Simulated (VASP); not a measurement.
# Sc2NbAl3V6N12 (P1) in VASP: single point with PBE

Aim: the single point of Sc2NbAl3V6N12 with PBE.

Everything below comes from runs of VASP 6.6.1. Logs are shortened: lines on timing, memory, paths and dates and some standing lists are left out, and cuts for length are marked.

### Step 1. The cell of the first run

The typed cell holds 24 atoms: a = 5.916 Å, b = 5.980 Å, c = 7.272 Å, α = 89.43°, β = 90.11°, γ = 119.64°.

### Step 2. Single point, PBE

The input, INCAR:

```
ALGO = Normal
EDIFF = 1E-6
ENCUT = 520
GGA = PE
ISIF = 2
ISMEAR = 0
ISYM = 0
LASPH = True
LCHARG = True
LELF = True
LREAL = Auto
LVHAR = True
LWAVE = False
NBANDS = 109
NELM = 80
PREC = Accurate
SIGMA = 0.1
```

The input, KPOINTS:

```
k-points
0
Gamma
  4 4 3
```

The input, POSCAR:

```
Sc2NbAl3V6N12
1.0
   -4.1798437974     -4.1861527405      0.0036388666
   -0.0474071734      4.2298665286      4.2263842394
   -4.2087337409      4.2186559699     -4.1676573131
N Al Sc V Nb
12 3 2 6 1
Direct
    0.1728022373      0.3462634251      0.8369174922
    0.6711340250      0.3381908029      0.8404518775
    0.4866263256      0.4896665824      0.4939249431
    0.0107417852      0.5051394998      0.4855836743
    0.3319153565      0.6518773443      0.1741829003
    0.8220580709      0.6527340829      0.1662542455
    0.1743378329      0.8288930345      0.8245156652
    0.6462403133      0.8127269952      0.8364703635
    0.4908659360      0.9934370918      0.4911691437
    0.0131858954      0.0109694307      0.4862016244
    0.3386058323      0.1876789543      0.1825221176
    0.8477162159      0.1841062547      0.1770787087
    0.6666522235      0.3299836714      0.3446722130
    0.1691533062      0.3412860911      0.3370537040
    0.3364145602      0.6683564038      0.6473729446
    0.8335823528      0.1632286319      0.6700720555
    0.8329248800      0.6690996013      0.6610128359
    0.0114301048      0.9950923474      0.0077424283
    0.3287958907      0.1613742832      0.6836110290
    0.4767739215      0.4588538669      0.9896496110
    0.0182969134      0.5405881988      0.0082163882
    0.6872689692      0.8353129883      0.3140716329
    0.1651327350      0.8497100016      0.3103499300
    0.4932982554      0.9978532812      0.0094490383
```

Potentials or basis: VASP PAW PBE potentials, release 64 (N, Al, Sc_sv, V_sv, Nb_sv).

On the command line:

```sh
$ cat potpaw_PBE.64/N/POTCAR potpaw_PBE.64/Al/POTCAR potpaw_PBE.64/Sc_sv/POTCAR potpaw_PBE.64/V_sv/POTCAR potpaw_PBE.64/Nb_sv/POTCAR > POTCAR
$ mpirun -np 1 vasp_std > vasp.out
```

OUTCAR:

```text
EDIFF = 1E-6
   ENCUT = 520
   GGA = PE
   ISIF = 2
   ISMEAR = 0
   ISYM = 0
   LASPH = True
   LREAL = Auto
   NELM = 80
   PREC = Accurate

 ion  position               nearest neighbor table
   1  0.173  0.346  0.837-  20 1.93  19 2.09  16 2.13  15 2.16  21 2.20  18 2.20
   2  0.671  0.338  0.840-  20 1.96  19 2.10  16 2.14  24 2.14  17 2.15  21 2.18
   3  0.487  0.490  0.494-  14 1.99  15 2.04  13 2.06  17 2.16  19 2.18  22 2.22
   4  0.011  0.505  0.486-  14 1.98  13 2.05  15 2.05  17 2.18  23 2.19  16 2.22
   5  0.332  0.652  0.174-  14 1.99  21 2.03  22 2.10  23 2.13  24 2.15  20 2.21
   6  0.822  0.653  0.166-  22 1.97  21 1.98  23 2.06  13 2.11  18 2.11  20 2.20
   7  0.174  0.829  0.825-  21 2.00  19 2.00  15 2.11  17 2.12  24 2.13  18 2.16
   8  0.646  0.813  0.836-  15 2.11  17 2.13  20 2.14  24 2.16  16 2.18  18 2.26
   9  0.491  0.993  0.491-  15 2.03  13 2.04  23 2.13  16 2.19  19 2.21  22 2.24
  10  0.013  0.011  0.486-  14 2.02  23 2.06  22 2.10  19 2.17  17 2.17  16 2.18
  11  0.339  0.188  0.183-  20 1.98  23 1.98  14 2.01  13 2.06  18 2.12  24 2.18
  12  0.848  0.184  0.177-  14 2.02  22 2.06  13 2.08  24 2.20  18 2.20  21 2.21
  13  0.667  0.330  0.345-   9 2.04   4 2.05   3 2.06  11 2.06  12 2.08   6 2.11  17 2.91  16 2.91
                            14 2.94  23 2.95  22 2.97  14 2.98  24 3.00  19 3.01  22 3.03  21 3.04
  14  0.169  0.341  0.337-   4 1.98   5 1.99   3 1.99  11 2.01  10 2.02  12 2.02  15 2.84  23 2.94
                            13 2.94  22 2.96  16 2.97  13 2.98  20 2.98  21 2.99  18 3.01  22 3.03
  15  0.336  0.668  0.647-   9 2.03   3 2.04   4 2.05   7 2.11   8 2.11   1 2.16  14 2.84  17 2.94
                            16 2.97  17 2.98  19 2.98  22 3.02  16 3.02  19 3.02  23 3.04  20 3.07
  16  0.834  0.163  0.670-   1 2.13   2 2.14  10 2.18   8 2.18   9 2.19   4 2.22  13 2.91  19 2.94
                            17 2.95  14 2.97  15 2.97  19 2.98  15 3.02  24 3.02  18 3.02  17 3.03
  17  0.833  0.669  0.661-   7 2.12   8 2.13   2 2.15   3 2.16  10 2.17   4 2.18  13 2.91  15 2.94
                            16 2.95  19 2.96  22 2.98  15 2.98  21 2.99  20 3.01  16 3.03  19 3.03
  18  0.011  0.995  0.008-   6 2.11  11 2.12   7 2.16   1 2.20  12 2.20   8 2.26  23 2.68  21 2.74
                            22 2.78  20 2.78  24 2.84  19 2.86  14 3.01  16 3.02  17 3.05
  19  0.329  0.161  0.684-   7 2.00   1 2.09   2 2.10  10 2.17   3 2.18   9 2.21  20 2.72  18 2.86
                            24 2.90  16 2.94  17 2.96  16 2.98  15 2.98  13 3.01  15 3.02  17 3.03
  20  0.477  0.459  0.990-   1 1.93   2 1.96  11 1.98   8 2.14   6 2.20   5 2.21  19 2.72  18 2.78
                            24 2.81  14 2.98  17 3.01  13 3.05  15 3.07
  21  0.018  0.541  0.008-   6 1.98   7 2.00   5 2.03   2 2.18   1 2.20  12 2.21  23 2.74  18 2.74
                            24 2.79  14 2.99  17 2.99  13 3.04  15 3.09  16 3.16
  22  0.687  0.835  0.314-   6 1.97  12 2.06   5 2.10  10 2.10   3 2.22   9 2.24  18 2.78  23 2.79
                            24 2.87  14 2.96  13 2.97  17 2.98  15 3.02  13 3.03  14 3.03  16 3.12
  23  0.165  0.850  0.310-  11 1.98   6 2.06  10 2.06   5 2.13   9 2.13   4 2.19  18 2.68  21 2.74
                            24 2.76  22 2.79  14 2.94  13 2.95  15 3.04  13 3.06  14 3.06  17 3.07
  24  0.493  0.998  0.009-   7 2.13   2 2.14   5 2.15   8 2.16  11 2.18  12 2.20  23 2.76  21 2.79
                            20 2.81  18 2.84  22 2.87  19 2.90  13 3.00  16 3.02  15 3.16

[... 163 lines left out ...]
  Fermi-wavevector in a.u.,A,eV,Ry     =   1.528616  2.888665 31.792280  2.336667
  Thomas-Fermi vector in A             =   2.636350
   LORBIT       =      0    0 simple, 1 ext, 2 COOP (PROOUT), +10 PAW based schemes
   GGA     = PE    functional components
   LHFCALC =     F    Hartree Fock is set to
   AEXX    =    0.0000 exact exchange contribution
   IVDW    =     0    specifies the selected vdW correction
   LEPSILON=     F    determine dielectric tensor
   LRPA    =     F    only Hartree local field effects (RPA)
 non-spin polarized calculation
 Gauss-broadening in eV      SIGMA  =   0.10
  energy-cutoff  :      520.00
  volume of cell :      223.56
 maximum number of plane-waves:      6036
 NGX is ok and might be reduce to    48
   NGX = 21   NGY = 23   NGZ = 27

 number of electron     181.9999982 magnetization

 Free energy of the ion-electron system (eV)
  ---------------------------------------------------
  ext. energy  EPLUGINS =         0.00000000
  ---------------------------------------------------
  free energy    TOTEN  =      -215.53317221 eV

  energy without entropy =     -215.47862216  energy(sigma->0) =     -215.50589719

 E-fermi :  10.7420     XC(G=0): -12.8967

 val. band max:       10.7412464693   @ k =   0.5000   0.5000   0.3333
 cond. band min:      10.7452132665   @ k =   0.2500  -0.0000   0.0000
 fundamental gap:      0.0039667973
 Fermi energy:        10.7419993158

 k-point     1 :       0.0000    0.0000    0.0000
  band No.  band energies     occupation
      1     -54.6722      2.00000
      2     -54.5641      2.00000
      3     -54.4874      2.00000
      4     -54.4590      2.00000
      5     -54.3482      2.00000
      6     -54.1927      2.00000
[... 2533 lines left out ...]
    102      12.0110      0.00000
    103      12.1746      0.00000

 [... further k-points ...]

 [bands above 103 left out]

------------------------ aborting loop because EDIFF is reached ----------------------------------------

  FORCE on cell =-STRESS in cart. coord.  units (eV):
  Direction    XX          YY          ZZ          XY          YZ          ZX
  --------------------------------------------------------------------------------------
  -------------------------------------------------------------------------------------
  Total        0.6739785      0.6233215      0.6417426      0.0225963     -0.0109092      0.0143378
  in kB        4.8300971      4.4670619      4.5990777      0.1619371     -0.0781816      0.1027524
  external PRESSURE =       4.6320789 kB  Pullay stress =       0.0000000 kB

 VOLUME and BASIS-vectors are now :
 -----------------------------------------------------------------------------
  energy-cutoff  :      520.00
  volume of cell :      223.56
      direct lattice vectors                 reciprocal lattice vectors
    -4.179843797 -4.186152740  0.003638867    -0.158605090 -0.080448328  0.078735546
    -0.047407173  4.229866529  4.226384239    -0.077969372  0.077988931  0.157681102
    -4.208733741  4.218655970 -4.167657313    -0.079206529  0.079017641 -0.079971203

 POSITION                                       TOTAL-FORCE (eV/Angst)
 -----------------------------------------------------------------------------------
     -4.26106      4.27194     -2.02391        -0.011944      0.021495      0.017900
     -6.35851      2.16661     -2.07095        -0.008057      0.015560     -0.062420
     -4.13603      2.11783      0.01278         0.049479     -0.003972     -0.009006
     -2.11254      4.14022      0.11121        -0.009087     -0.047967      0.026244
     -2.15135      2.10272      2.03036        -0.015271     -0.008373      0.003746
     -4.16674      0.02109      2.06881         0.012636     -0.006058     -0.025692
[... 16 lines left out ...]
     -2.03669      4.21215      2.29837        -0.029087     -0.006149     -0.030875
     -2.14898      2.19563      4.17973        -0.011243     -0.019107      0.004127
 -----------------------------------------------------------------------------------
    total drift:                                0.007785      0.010432     -0.003547

  FREE ENERGIE OF THE ION-ELECTRON SYSTEM (eV)
  ---------------------------------------------------
  free  energy   TOTEN  =      -215.5331722108 eV

  energy  without entropy=     -215.4786221596  energy(sigma->0) =     -215.50589719
```

It took 35 min on 1 thread of Intel Xeon Platinum 8259CL at 2.50GHz (Skylake/Cascade Lake), shared host; peak memory 0.6 GiB.

What came out:

```yaml
Free_energy: -215.5332 eV
Pressure: 0.5 GPa
Largest_force: 0.078 eV/Å
Band_gap_on_the_k_mesh: zero (bands 91 and 92 overlap by 0.35 eV)
```

Forces on the atoms (eV/Å):
```
N   -0.012  0.021  0.018
N   -0.008  0.016 -0.062
N    0.049 -0.004 -0.009
N   -0.009 -0.048  0.026
N   -0.015 -0.008  0.004
N    0.013 -0.006 -0.026
N   -0.071 -0.004  0.005
N    0.014  0.068 -0.035
N    0.021  0.003 -0.001
N    0.000 -0.019  0.044
N   -0.016 -0.004  0.014
N    0.010  0.021  0.010
Al   0.004 -0.006  0.007
Al   0.001 -0.011 -0.013
Al   0.005 -0.004  0.009
Sc   0.010 -0.011  0.008
Sc   0.005 -0.015  0.018
V    0.023  0.022  0.007
V    0.014 -0.017  0.022
V   -0.030  0.042  0.025
V    0.012 -0.043 -0.027
V    0.021  0.032 -0.017
V   -0.029 -0.006 -0.031
Nb  -0.011 -0.019  0.004
```

Caveat: the run has no spin polarisation, though such a crystal can be magnetic. With open d or f shells a metallic result of PBE can be an artefact of self-interaction; +U or a hybrid may open a gap.
